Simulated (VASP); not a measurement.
# Sr (I4/mmm) in VASP: single point with PBEsol

Aim: the single point of Sr with PBEsol.

Everything below comes from runs of VASP 6.6.1. Logs are shortened: lines on timing, memory, paths and dates and some standing lists are left out, and cuts for length are marked.

## Step 1: The cell of the first run

The typed cell holds 1 atom: a = 4.321 Å, b = 4.321 Å, c = 4.321 Å, α = 120.00°, β = 120.00°, γ = 90.01°.

## Step 2: Single point, PBEsol

The input, INCAR:

```
SYSTEM = Sr
ALGO = Fast
EDIFF = 1E-6
ENCUT = 520
GGA = PS
ISIF = 2
ISMEAR = 0
LASPH = .TRUE.
LCHARG = .TRUE.
LELF = .TRUE.
LREAL = .FALSE.
LVHAR = .TRUE.
LWAVE = .FALSE.
NBANDS = 11
NELM = 60
PREC = Accurate
SIGMA = 0.15
```

The input, KPOINTS:

```
k-points
0
G
  16 16 16
  0 0 0
```

The input, POSCAR:

```
Sr
1.0
   -2.1605381523      2.1605381523      3.0550009473
    2.1605381523     -2.1605381523      3.0550009473
    2.1605381523      2.1605381523     -3.0550009473
Sr
1
Direct
    0.0000000000      0.0000000000      0.0000000000
```

Potentials or basis: VASP PAW PBE potentials, release 64 (Sr_sv).

The run is started by

```
$ cat potpaw_PBE.64/Sr_sv/POTCAR > POTCAR
$ mpirun -np 1 vasp_std > vasp.out
```

OUTCAR:

```text
SYSTEM = Sr
   EDIFF = 1E-6
   ENCUT = 520
   GGA = PS
   ISIF = 2
   ISMEAR = 0
   LASPH = .TRUE.
   LREAL = .FALSE.
   NELM = 60
   PREC = Accurate

 ion  position               nearest neighbor table
   1  0.000  0.000  0.000-

  LATTYP: Found a body centered tetragonal cell.
 ALAT       =     4.3210763046
 C/A-ratio  =     1.4140000000

  Lattice vectors:

 A1 = (  -2.1605381523,   2.1605381523,   3.0550009473)
 A2 = (   2.1605381523,  -2.1605381523,   3.0550009473)
 A3 = (   2.1605381523,   2.1605381523,  -3.0550009473)

Analysis of symmetry for initial positions (statically):
=====================================================================
 Subroutine PRICEL returns:
 Original cell was already a primitive cell.

 Routine SETGRP: Setting up the symmetry group for a
 body centered tetragonal supercell.

 Subroutine GETGRP returns: Found 16 space group operations
 (whereof 16 operations were pure point group operations)
 out of a pool of 16 trial point group operations.

The static configuration has the point symmetry D_4h.

Analysis of symmetry for dynamics (positions and initial velocities):
=====================================================================
 Subroutine PRICEL returns:
 Original cell was already a primitive cell.

 Routine SETGRP: Setting up the symmetry group for a
 body centered tetragonal supercell.

 Subroutine GETGRP returns: Found 16 space group operations
 (whereof 16 operations were pure point group operations)
 out of a pool of 16 trial point group operations.

The dynamic configuration has the point symmetry D_4h.

 Subroutine INISYM returns: Found 16 space group operations
 (whereof 16 operations are pure point group operations),
 and found     1 'primitive' translations

----------------------------------------------------------------------------------------

                                     Primitive cell

  volume of cell :      57.0421

  direct lattice vectors                    reciprocal lattice vectors
    -2.160538152  2.160538152  3.055000947     0.000000000  0.231423823  0.163666070
     2.160538152 -2.160538152  3.055000947     0.231423823  0.000000000  0.163666070
     2.160538152  2.160538152 -3.055000947     0.231423823  0.231423823  0.000000000

  length of vectors
     4.320750051  4.320750051  4.320750051     0.283449411  0.283449411  0.327282710

  position of ions in fractional coordinates (direct lattice)
     0.000000000  0.000000000  0.000000000

  ion indices of the primitive-cell ions
   primitive index   ion index
                 1           1

----------------------------------------------------------------------------------------

 KPOINTS: k-points

Automatic generation of k-mesh.
 Grid dimensions read from file:
 generate k-points for:   16   16   16

 Generating k-lattice:

  Cartesian coordinates                     Fractional coordinates (reciprocal lattice)
     0.000000000  0.014463989  0.010229129     0.062500000 -0.000000000  0.000000000
     0.014463989  0.000000000  0.010229129    -0.000000000  0.062500000  0.000000000
     0.014463989  0.014463989  0.000000000     0.000000000  0.000000000  0.062500000

  Length of vectors
     0.017715588  0.017715588  0.020455169

  Shift w.r.t. Gamma in fractional coordinates (k-lattice)
     0.000000000  0.000000000  0.000000000

 Subroutine IBZKPT returns following result:
 ===========================================

 Found    349 irreducible k-points:

 Following reciprocal coordinates:
            Coordinates               Weight
  0.000000  0.000000  0.000000      1.000000
  0.062500  0.000000  0.000000      8.000000
  0.125000  0.000000  0.000000      8.000000
  0.187500 -0.000000  0.000000      8.000000
  0.250000  0.000000  0.000000      8.000000
  0.312500  0.000000  0.000000      8.000000
[... 16 lines left out ...]
 -0.125000  0.062500  0.000000     16.000000
 -0.062500  0.062500  0.000000      4.000000
 [... further k-points ...]
   k-points           NKPTS =    349   k-points in BZ     NKDIM =    349   number of bands    NBANDS=     11
   number of dos      NEDOS =    301   number of ions     NIONS =      1
   total plane-waves  NPLWV =  32768
   dimension x,y,z NGX =    32 NGY =   32 NGZ =   32
   dimension x,y,z NGXF=    64 NGYF=   64 NGZF=   64
   ions per type =               1
   NGX,Y,Z   is equivalent  to a cutoff of  12.31, 12.31, 12.31 a.u.
   NGXF,Y,Z  is equivalent  to a cutoff of  24.62, 24.62, 24.62 a.u.
 SYSTEM =  Sr
   PREC   = accura    normal or accurate (medium, high low for compatibility)
   ISTART =      0    job   : 0-new  1-cont  2-samecut
   ICHARG =      2    charge: 1-file 2-atom 10-const
   ISPIN  =      1    spin polarized calculation?
   LNONCOLLINEAR =      F non collinear calculations
   LSORBIT =      F    spin-orbit coupling
   LASPH  =      T    aspherical Exc in radial PAW
   ENCUT  =  520.0 eV  38.22 Ry    6.18 a.u.   8.03  8.03  8.03*2*pi/ulx,y,z
   NELM   =     60;   NELMIN=  2; NELMDL= -5     # of ELM steps
   EDIFF  = 0.1E-05   stopping-criterion for ELM
   LREAL  =      F    real-space projection
   EDIFFG = 0.1E-04   stopping-criterion for IOM
   NSW    =      0    number of steps for IOM
   IBRION =     -1    ionic relax: 0-MD 1-quasi-New 2-CG
   NFREE  =      0    steps in history (QN), initial steepest desc. (CG)
   ISIF   =      2    stress and relaxation
   ISYM   =      2    0-nonsym 1-usesym 2-fastsym
   POTIM  = 0.5000    time-step for ionic-motion
   TEBEG  =    0.0;   TEEND  =   0.0 temperature during run
   PSTRESS=    0.0 pullay stress
   NELECT =      10.0000    total number of electrons
   NUPDOWN=      -1.0000    fix difference up-down
   EMIN   =  10.00;   EMAX   =-10.00  energy-range for DOS
   EFERMI =   0.00;   METHOD = LEGACY
   ISMEAR =     0;   SIGMA  =   0.15  broadening in eV -4-tet -1-fermi 0-gaus
   EFERMI_NEDOS =   21; number of points for ismear=-14 and -15
   IALGO  =     68    algorithm
   IMIX   =      4    mixing-type and parameters
     AMIX     =   0.40;   BMIX     =  1.00
     AMIX_MAG =   1.60;   BMIX_MAG =  1.00
  volume/ion in A,a.u.               =      57.04       384.94
  Fermi-wavevector in a.u.,A,eV,Ry     =   0.916241  1.731445 11.422060  0.839498
  Thomas-Fermi vector in A             =   2.041074
   LORBIT       =      0    0 simple, 1 ext, 2 COOP (PROOUT), +10 PAW based schemes
   GGA     = PS    functional components
   LHFCALC =     F    Hartree Fock is set to
   AEXX    =    0.0000 exact exchange contribution
   IVDW    =     0    specifies the selected vdW correction
   LEPSILON=     F    determine dielectric tensor
   LRPA    =     F    only Hartree local field effects (RPA)
 non-spin polarized calculation
 RMM-DIIS sequential band-by-band and
 Gauss-broadening in eV      SIGMA  =   0.15
  energy-cutoff  :      520.00
  volume of cell :       57.04
 maximum number of plane-waves:      1572
   NGX = 17   NGY = 17   NGZ = 17

 number of electron      10.0000000 magnetization

 Free energy of the ion-electron system (eV)
  ---------------------------------------------------
  ext. energy  EPLUGINS =         0.00000000
  ---------------------------------------------------
  free energy    TOTEN  =        -1.83091967 eV

  energy without entropy =       -1.81511359  energy(sigma->0) =       -1.82301663

 E-fermi :   1.3712     XC(G=0):  -7.3197

 val. band max:        1.3642308888   @ k =  -0.3750  -0.4375   0.1250
 cond. band min:       1.3734427587   @ k =  -0.4375  -0.4375   0.1250
 fundamental gap:      0.0092118699
 Fermi energy:         1.3711821675

 k-point     1 :       0.0000    0.0000    0.0000
  band No.  band energies     occupation
      1     -35.2394      2.00000
      2     -17.1458      2.00000
      3     -17.1458      2.00000
      4     -17.1458      2.00000
      5      -2.2271      2.00000
      6       3.6666      0.00000
      7       3.6666      0.00000
      8       3.6674      0.00000
      9       5.0825      0.00000
     10       5.0837      0.00000
     11       8.3793      0.00000

 k-point     2 :       0.0625    0.0000    0.0000
  band No.  band energies     occupation
      1     -35.2389      2.00000
      2     -17.1526      2.00000
      3     -17.1467      2.00000
      4     -17.1467      2.00000
      5      -2.1660      2.00000
      6       3.5694      0.00000
      7       3.6963      0.00000
      8       3.6968      0.00000
      9       5.0424      0.00000
     10       5.0436      0.00000
     11       8.5411      0.00000

 k-point     3 :       0.1250    0.0000    0.0000
  band No.  band energies     occupation
      1     -35.2376      2.00000
      2     -17.1718      2.00000
      3     -17.1494      2.00000
      4     -17.1493      2.00000
      5      -1.9858      2.00000
      6       3.3157      0.00000
      7       3.7696      0.00000
      8       3.7702      0.00000
      9       4.9569      0.00000
     10       4.9579      0.00000
     11       8.9183      0.00000

 k-point     4 :       0.1875   -0.0000    0.0000
  band No.  band energies     occupation
      1     -35.2357      2.00000
      2     -17.2004      2.00000
      3     -17.1533      2.00000
      4     -17.1533      2.00000
      5      -1.6958      2.00000
      6       2.9790      0.00000
      7       3.8322      0.00000
      8       3.8329      0.00000
      9       4.9205      0.00000
     10       4.9212      0.00000
     11       8.5729      0.00000
[... 239 lines left out ...]
 k-point    22 :      -0.1875    0.0625    0.0000
  band No.  band energies     occupation
      1     -35.2361      2.00000
      2     -17.1920      2.00000
      3     -17.1558      2.00000
      4     -17.1528      2.00000
      5      -1.7517      2.00000
      6       3.0555      0.00000
      7       3.8332      0.00000
      8       3.8341      0.00000
      9       4.6656      0.00000
     10       5.1176      0.00000
     11       8.8853      0.00000

 k-point    23 :      -0.1250    0.0625    0.0000
  band No.  band energies     occupation
      1     -35.2378      2.00000
      2     -17.1668      2.00000
      3     -17.1514      2.00000
      4     -17.1499      2.00000
      5      -2.0052      2.00000
      6       3.3510      0.00000
      7       3.7655      0.00000
      8       3.7686      0.00000
      9       4.7814      0.00000
     10       5.1183      0.00000
     11       8.9311      0.00000

 k-point    24 :      -0.0625    0.0625    0.0000
  band No.  band energies     occupation
      1     -35.2387      2.00000
      2     -17.1524      2.00000
      3     -17.1482      2.00000
      4     -17.1482      2.00000
      5      -2.1457      2.00000
      6       3.5435      0.00000
      7       3.7053      0.00000
      8       3.7061      0.00000
      9       4.9389      0.00000
     10       5.1154      0.00000
     11       8.5962      0.00000

 [... further k-points ...]

------------------------ aborting loop because EDIFF is reached ----------------------------------------

  FORCE on cell =-STRESS in cart. coord.  units (eV):
  Direction    XX          YY          ZZ          XY          YZ          ZX
  --------------------------------------------------------------------------------------
  -------------------------------------------------------------------------------------
  Total       -0.3443365     -0.3443365     -0.3440636      0.0000000      0.0000000      0.0000000
  in kB       -9.6716012     -9.6716012     -9.6639369      0.0000000      0.0000000      0.0000000
  external PRESSURE =      -9.6690464 kB  Pullay stress =       0.0000000 kB

 VOLUME and BASIS-vectors are now :
 -----------------------------------------------------------------------------
  energy-cutoff  :      520.00
  volume of cell :       57.04
      direct lattice vectors                 reciprocal lattice vectors
    -2.160538152  2.160538152  3.055000947     0.000000000  0.231423823  0.163666070
     2.160538152 -2.160538152  3.055000947     0.231423823  0.000000000  0.163666070
     2.160538152  2.160538152 -3.055000947     0.231423823  0.231423823  0.000000000

 POSITION                                       TOTAL-FORCE (eV/Angst)
 -----------------------------------------------------------------------------------
      0.00000      0.00000      0.00000         0.000000      0.000000      0.000000
 -----------------------------------------------------------------------------------
    total drift:                                0.000000      0.000000     -0.000000

  FREE ENERGIE OF THE ION-ELECTRON SYSTEM (eV)
  ---------------------------------------------------
  free  energy   TOTEN  =        -1.8309196725 eV

  energy  without entropy=       -1.8151135851  energy(sigma->0) =       -1.82301663
```

Run time: 3.5 min. Hardware: 1 thread of Oxide Virtual Turin-like, shared host; peak memory 0.31 GiB.

What came out:

```yaml
Free_energy: -1.8309 eV
Pressure: -1.0 GPa
Band_gap_on_the_k_mesh: zero (bands 5 and 6 overlap by 0.09 eV)
```

Levels at points of the mesh, in eV from the Fermi level:
```csv
k point,band 2,band 3,band 4,band 5,band 6,band 7,band 8,band 9
"(0.00, 0.00, 0.00)",-18.52,-18.52,-18.52,-3.60,2.30,2.30,2.30,3.71
"(0.50, 0.00, 0.00)",-18.69,-18.54,-18.54,-1.12,0.04,2.15,2.15,4.72
"(0.50, 0.50, 0.00)",-18.68,-18.58,-18.58,-0.60,0.37,0.98,4.72,5.01
"(0.50, 0.50, 0.50)",-18.68,-18.58,-18.58,-0.60,0.37,0.98,4.72,5.01
```

Caveat: the PAW data sets were made with another functional, which shifts forces and pressure a little.
